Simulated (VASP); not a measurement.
The system is CuAu.

```
CELL_PARAMETERS angstrom
2.81075 0.00000 0.00000
0.00000 2.81075 0.00000
0.00000 0.00000 3.68500
ATOMIC_POSITIONS crystal
Au 0.00000 0.00000 0.00000
Cu 0.50000 0.50000 0.50000
```

Base run:

* Program: VASP 6.6.1
* Functional: PBE
* Potentials or basis: VASP PAW PBE potentials, release 64 (Au, Cu)
* Cutoff: 520 eV
* k mesh: 9 × 9 × 7
* Occupations: fermi-dirac, width 0.05 eV
* Spin: no spin polarisation

Its results: band gap on the k mesh zero (band 11 reaches 12.19 eV, above the bottom of band 12 at 6.77 eV); pressure 4.4 GPa.

Problem. The run is repeated on the same cell with these changes: functional from PBE to PBE0; k mesh from 9 × 9 × 7 to 5 × 5 × 4. What comes out?

Solution. Band gap on the k mesh zero (band 11 reaches 11.64 eV, above the bottom of band 12 at 4.73 eV); pressure 1.8 GPa.

Several settings changed at once, so the effect can't be laid on one alone.

Caveats: some runs use coarse meshes; spin-orbit coupling is left out, which moves the levels of the heavy elements; the PAW data sets were made with another functional, which shifts forces and pressure a little (some runs).
